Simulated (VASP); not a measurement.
# In (Im-3m) in VASP: notebook

Aim: see how the results for In move with the level of theory and the settings. Levels: PBE0, r2SCAN, HSE06, r2SCAN0. Tasks: single point, relaxation of cell and atoms.

All numbers are computed with VASP 6.6.1; they aren't measurements. Logs are shortened: lines on timing, memory, paths and dates and some standing lists are left out, and cuts for length are marked.

## 1. The cell of the first run

The structure is cubic, space group Im-3m (No. 229). The conventional cell has a = 3.740 Å, b = 3.740 Å, c = 3.740 Å, α = 90.00°, β = 90.00°, γ = 90.00°. In (site symmetry m-3m) has 14 In at 3.24 to 3.74 Å within 4.3 Å.

This isn't the form of In at room conditions, which is tetragonal.

## 2. Single point, PBE0

Input file POSCAR:

```
In
1.0
   -1.8698904617      1.8698904617      1.8698904617
    1.8698904617     -1.8698904617      1.8698904617
    1.8698904617      1.8698904617     -1.8698904617
In
1
Direct
    0.0000000000      0.0000000000      0.0000000000
```

Input file INCAR.step1:

```
PREC     = Accurate       # precision mode
ENCUT    = 520            # plane-wave cutoff, eV
EDIFF    = 1E-5           # SCF threshold, eV
ISMEAR   = -1             # smearing method
SIGMA    = 0.05           # smearing width, eV
LREAL    = False          # projectors in reciprocal space
LASPH    = True           # aspherical terms in the spheres
NELM     = 80             # most SCF steps
ALGO     = Normal         # electronic algorithm
ISIF     = 2              # what is computed and relaxed
LWAVE    = True           # write WAVECAR
LCHARG   = False          # write CHGCAR
NBANDS   = 12             # bands
GGA      = PE             # functional
```

Input file INCAR.step2:

```
PREC     = Accurate       # precision mode
ENCUT    = 520            # plane-wave cutoff, eV
EDIFF    = 1E-6           # SCF threshold, eV
ISMEAR   = -1             # smearing method
SIGMA    = 0.05           # smearing width, eV
LREAL    = False          # projectors in reciprocal space
LASPH    = True           # aspherical terms in the spheres
NELM     = 80             # most SCF steps
ALGO     = Normal         # electronic algorithm
ISIF     = 2              # what is computed and relaxed
LWAVE    = False          # write WAVECAR
LCHARG   = False          # write CHGCAR
GGA      = PE             # functional
LHFCALC  = True           # exact exchange
AEXX     = 0.25           # exact-exchange fraction
PRECFOCK = Normal       
NBANDS   = 12             # bands
ISTART   = 1
```

Input file KPOINTS:

```
regular mesh
0
Gamma
  6 6 6
```

Potentials or basis: VASP PAW PBE potentials, release 64 (In_d).

Launch:

```console
$ cat potpaw_PBE.64/In_d/POTCAR > POTCAR
$ cp INCAR.step1 INCAR
$ mpirun -np 1 vasp_std > vasp.out
$ cp INCAR.step2 INCAR
$ mpirun -np 1 vasp_std > vasp.out
```

OUTCAR:

```text
PREC = Accurate
   ENCUT = 520
   EDIFF = 1E-6
   ISMEAR = -1
   LREAL = False
   LASPH = True
   NELM = 80
   ISIF = 2
   GGA = PE
   LHFCALC = True
   AEXX = 0.25
   PRECFOCK = Normal
   ISTART = 1

 ion  position               nearest neighbor table
   1  0.000  0.000  0.000-

  LATTYP: Found a body centered cubic cell.
 ALAT       =     3.7397809234

  Lattice vectors:

 A1 = (  -1.8698904617,   1.8698904617,   1.8698904617)
 A2 = (   1.8698904617,  -1.8698904617,   1.8698904617)
 A3 = (   1.8698904617,   1.8698904617,  -1.8698904617)

Analysis of symmetry for initial positions (statically):
=====================================================================
 Subroutine PRICEL returns:
 Original cell was already a primitive cell.

 Routine SETGRP: Setting up the symmetry group for a
 body centered cubic supercell.

 Subroutine GETGRP returns: Found 48 space group operations
 (whereof 48 operations were pure point group operations)
 out of a pool of 48 trial point group operations.

The static configuration has the point symmetry O_h .

Analysis of symmetry for dynamics (positions and initial velocities):
=====================================================================
 Subroutine PRICEL returns:
 Original cell was already a primitive cell.

 Routine SETGRP: Setting up the symmetry group for a
 body centered cubic supercell.

 Subroutine GETGRP returns: Found 48 space group operations
 (whereof 48 operations were pure point group operations)
 out of a pool of 48 trial point group operations.

The dynamic configuration has the point symmetry O_h .

 Subroutine INISYM returns: Found 48 space group operations
 (whereof 48 operations are pure point group operations),
 and found     1 'primitive' translations

----------------------------------------------------------------------------------------

                                     Primitive cell

  volume of cell :      26.1522

  direct lattice vectors                    reciprocal lattice vectors
    -1.869890462  1.869890462  1.869890462     0.000000000  0.267395342  0.267395342
     1.869890462 -1.869890462  1.869890462     0.267395342  0.000000000  0.267395342
     1.869890462  1.869890462 -1.869890462     0.267395342  0.267395342  0.000000000

  length of vectors
     3.238745284  3.238745284  3.238745284     0.378154120  0.378154120  0.378154120

  position of ions in fractional coordinates (direct lattice)
     0.000000000  0.000000000  0.000000000

  ion indices of the primitive-cell ions
   primitive index   ion index
                 1           1

----------------------------------------------------------------------------------------

 KPOINTS: regular mesh

Automatic generation of k-mesh.
 Grid dimensions read from file:
 generate k-points for:    6    6    6

 Generating k-lattice:

  Cartesian coordinates                     Fractional coordinates (reciprocal lattice)
     0.000000000  0.044565890  0.044565890     0.166666667  0.000000000  0.000000000
     0.044565890  0.000000000  0.044565890     0.000000000  0.166666667  0.000000000
     0.044565890  0.044565890  0.000000000     0.000000000  0.000000000  0.166666667

  Length of vectors
     0.063025687  0.063025687  0.063025687

  Shift w.r.t. Gamma in fractional coordinates (k-lattice)
     0.000000000  0.000000000  0.000000000

 Subroutine IBZKPT returns following result:
 ===========================================

 Found     16 irreducible k-points:

 Following reciprocal coordinates:
            Coordinates               Weight
  0.000000  0.000000  0.000000      1.000000
  0.166667  0.000000  0.000000     12.000000
  0.333333  0.000000  0.000000     12.000000
  0.500000  0.000000  0.000000      6.000000
  0.166667  0.166667  0.000000     24.000000
  0.333333  0.166667 -0.000000     48.000000
[... 8 lines left out ...]
  0.500000  0.500000  0.333333     12.000000
  0.500000  0.500000  0.500000      1.000000
   k-points           NKPTS =     16   k-points in BZ     NKDIM =    216   number of bands    NBANDS=     12
   number of dos      NEDOS =    301   number of ions     NIONS =      1
   total plane-waves  NPLWV =  13824
   dimension x,y,z NGX =    24 NGY =   24 NGZ =   24
   dimension x,y,z NGXF=    48 NGYF=   48 NGZF=   48
   ions per type =               1
   NGX,Y,Z   is equivalent  to a cutoff of  12.32, 12.32, 12.32 a.u.
   NGXF,Y,Z  is equivalent  to a cutoff of  24.64, 24.64, 24.64 a.u.
 SYSTEM =  unknown system
   PREC   = accura    normal or accurate (medium, high low for compatibility)
   ISTART =      1    job   : 0-new  1-cont  2-samecut
   ICHARG =      0    charge: 1-file 2-atom 10-const
   ISPIN  =      1    spin polarized calculation?
   LNONCOLLINEAR =      F non collinear calculations
   LSORBIT =      F    spin-orbit coupling
   LASPH  =      T    aspherical Exc in radial PAW
   ENCUT  =  520.0 eV  38.22 Ry    6.18 a.u.   6.02  6.02  6.02*2*pi/ulx,y,z
   NELM   =     80;   NELMIN=  2; NELMDL=  0     # of ELM steps
   EDIFF  = 0.1E-05   stopping-criterion for ELM
   LREAL  =      F    real-space projection
   EDIFFG = 0.1E-04   stopping-criterion for IOM
   NSW    =      0    number of steps for IOM
   IBRION =     -1    ionic relax: 0-MD 1-quasi-New 2-CG
   NFREE  =      0    steps in history (QN), initial steepest desc. (CG)
   ISIF   =      2    stress and relaxation
   ISYM   =      3    0-nonsym 1-usesym 2-fastsym
   POTIM  = 0.5000    time-step for ionic-motion
   TEBEG  =    0.0;   TEEND  =   0.0 temperature during run
   PSTRESS=    0.0 pullay stress
   NELECT =      13.0000    total number of electrons
   NUPDOWN=      -1.0000    fix difference up-down
   EMIN   =  10.00;   EMAX   =-10.00  energy-range for DOS
   EFERMI =   0.00;   METHOD = LEGACY
   ISMEAR =    -1;   SIGMA  =   0.05  broadening in eV -4-tet -1-fermi 0-gaus
   EFERMI_NEDOS =   21; number of points for ismear=-14 and -15
   IALGO  =     38    algorithm
   IMIX   =      1    mixing-type and parameters
     AMIX     =   0.40;   BMIX     =  1.00
     AMIX_MAG =   1.60;   BMIX_MAG =  1.00
  volume/ion in A,a.u.               =      26.15       176.48
  Fermi-wavevector in a.u.,A,eV,Ry     =   1.296840  2.450673 22.882202  1.681794
  Thomas-Fermi vector in A             =   2.428271
   LORBIT       =      0    0 simple, 1 ext, 2 COOP (PROOUT), +10 PAW based schemes
   GGA     = PE    functional components
   LHFCALC =     T    Hartree Fock is set to
   PRECFOCK=normal    Normal, Fast or Accurate (Low or Medium for compatibility)
   ENCUT4O =  -1.0   cutoff for four orbital integrals eV
   NKREDX  =     1    reduce k-point grid by
   NKREDY  =     1    reduce k-point grid by
   NKREDZ  =     1    reduce k-point grid by
   AEXX    =    0.2500 exact exchange contribution
   HFSCREEN=    0.0000 screening length (either q_TF or 0.3 A-1)
   HFSCREENC=   0.0000 screening length for correlation (either q_TF or 0.3 A-1)
   ENCUTFOCK=  -1.0 apply spherical cutoff to Coloumb kernel
   IVDW    =     0    specifies the selected vdW correction
   LEPSILON=     F    determine dielectric tensor
   LRPA    =     F    only Hartree local field effects (RPA)
 non-spin polarized calculation
  energy-cutoff  :      520.00
  volume of cell :       26.15
 maximum number of plane-waves:       715
  NGX = 20; NGY = 20; NGZ = 20

 number of electron      12.9999993 magnetization

 Free energy of the ion-electron system (eV)
  ---------------------------------------------------
  ext. energy  EPLUGINS =         0.00000000
  ---------------------------------------------------
  free energy    TOTEN  =        -3.22473153 eV

  energy without entropy =       -3.22054520  energy(sigma->0) =       -3.22263836

 E-fermi :   7.5778     XC(G=0):  -8.0993

 val. band max:        6.6037625119   @ k =   0.5000   0.5000   0.3333
 cond. band min:       7.6750931467   @ k =  -0.3333   0.5000   0.1667
 fundamental gap:      1.0713306347
 Fermi energy:         7.5777976398

 k-point     1 :       0.0000    0.0000    0.0000
  band No.  band energies     occupation
      1      -9.6879      2.00000
      2      -9.6879      2.00000
      3      -9.6879      2.00000
      4      -9.4014      2.00000
      5      -9.4014      2.00000
      6      -3.7725      2.00000
      7      20.0567      0.00000
      8      20.0567      0.00000
      9      20.0567      0.00000
     10      21.6541      0.00000
     11      21.6541      0.00000
     12      21.6541      0.00000

 k-point     2 :       0.1667    0.0000    0.0000
  band No.  band energies     occupation
      1      -9.7169      2.00000
      2      -9.6674      2.00000
      3      -9.5762      2.00000
      4      -9.4286      2.00000
      5      -9.4029      2.00000
      6      -3.0411      2.00000
      7      15.1805      0.00000
      8      17.7781      0.00000
      9      18.4941      0.00000
     10      20.0993      0.00000
     11      20.2410      0.00000
     12      21.9337      0.00000

 k-point     3 :       0.3333    0.0000    0.0000
  band No.  band energies     occupation
      1      -9.7746      2.00000
      2      -9.6901      2.00000
      3      -9.4356      2.00000
      4      -9.4052      2.00000
      5      -9.3447      2.00000
      6      -0.7920      2.00000
      7       8.9588      0.00000
      8      15.3801      0.00000
      9      16.5876      0.00000
     10      19.0147      0.00000
     11      19.0988      0.00000
     12      23.9995      0.00000
[... 166 lines left out ...]
 k-point    15 :       0.5000    0.5000    0.3333
  band No.  band energies     occupation
      1      -9.7389      2.00000
      2      -9.7086      2.00000
      3      -9.4081      2.00000
      4      -9.3454      2.00000
      5      -9.2558      2.00000
      6       5.4076      2.00000
      7       6.6038      2.00000
      8      10.1153      0.00000
      9      12.1985      0.00000
     10      15.6002      0.00000
     11      16.4089      0.00000
     12      26.1144      0.00000

 k-point    16 :       0.5000    0.5000    0.5000
  band No.  band energies     occupation
      1      -9.8001      2.00000
      2      -9.8001      2.00000
      3      -9.2665      2.00000
      4      -9.2665      2.00000
      5      -9.2665      2.00000
      6       9.2146      0.00000
      7       9.2146      0.00000
      8       9.2146      0.00000
      9       9.2159      0.00000
     10      13.4069      0.00000
     11      13.4069      0.00000
     12      28.6757      0.00000

------------------------ aborting loop because EDIFF is reached ----------------------------------------

  FORCE on cell =-STRESS in cart. coord.  units (eV):
  Direction    XX          YY          ZZ          XY          YZ          ZX
  --------------------------------------------------------------------------------------
  -------------------------------------------------------------------------------------
  Total        0.0079686      0.0079686      0.0079686      0.0000000      0.0000000     -0.0000000
  in kB        0.4881846      0.4881846      0.4881846      0.0000000      0.0000000     -0.0000000
  external PRESSURE =       0.4881846 kB  Pullay stress =       0.0000000 kB

 VOLUME and BASIS-vectors are now :
 -----------------------------------------------------------------------------
  energy-cutoff  :      520.00
  volume of cell :       26.15
      direct lattice vectors                 reciprocal lattice vectors
    -1.869890462  1.869890462  1.869890462     0.000000000  0.267395342  0.267395342
     1.869890462 -1.869890462  1.869890462     0.267395342  0.000000000  0.267395342
     1.869890462  1.869890462 -1.869890462     0.267395342  0.267395342  0.000000000

 POSITION                                       TOTAL-FORCE (eV/Angst)
 -----------------------------------------------------------------------------------
      0.00000      0.00000      0.00000         0.000000      0.000000      0.000000
 -----------------------------------------------------------------------------------
    total drift:                                0.000000     -0.000000     -0.000000

  FREE ENERGIE OF THE ION-ELECTRON SYSTEM (eV)
  ---------------------------------------------------
  free  energy   TOTEN  =        -3.2247315316 eV

  energy  without entropy=       -3.2205451961  energy(sigma->0) =       -3.22263836
```

Wall time 19 min (1 thread of Intel Xeon Platinum 8259CL at 2.50GHz (Skylake/Cascade Lake), shared host); peak memory 0.16 GiB.

What came out:

```yaml
Free_energy: -3.2247 eV
Pressure: 0.0 GPa
Band_gap_on_the_k_mesh: zero (an odd number of electrons rules out a gap without spin polarisation)
```

Levels at points of the mesh, in eV from the Fermi level:
| k point | band 4 | band 5 | band 6 | band 7 | band 8 | band 9 |
| --- | --- | --- | --- | --- | --- | --- |
| (0.00, 0.00, 0.00) | -16.98 | -16.98 | -11.35 | 12.48 | 12.48 | 12.48 |
| (0.50, 0.00, 0.00) | -16.98 | -16.80 | -4.86 | -4.14 | 6.91 | 8.32 |
| (0.50, 0.50, 0.50) | -16.84 | -16.84 | 1.64 | 1.64 | 1.64 | 1.64 |

Caveat: the k points lie up to 0.40 Å⁻¹ apart, too coarse for converged energies and pressures of a metal; the PAW data sets were made with another functional, which shifts forces and pressure a little; spin-orbit coupling is left out, which moves the levels of the heavy elements.

(Continued in part 2 of 2.)
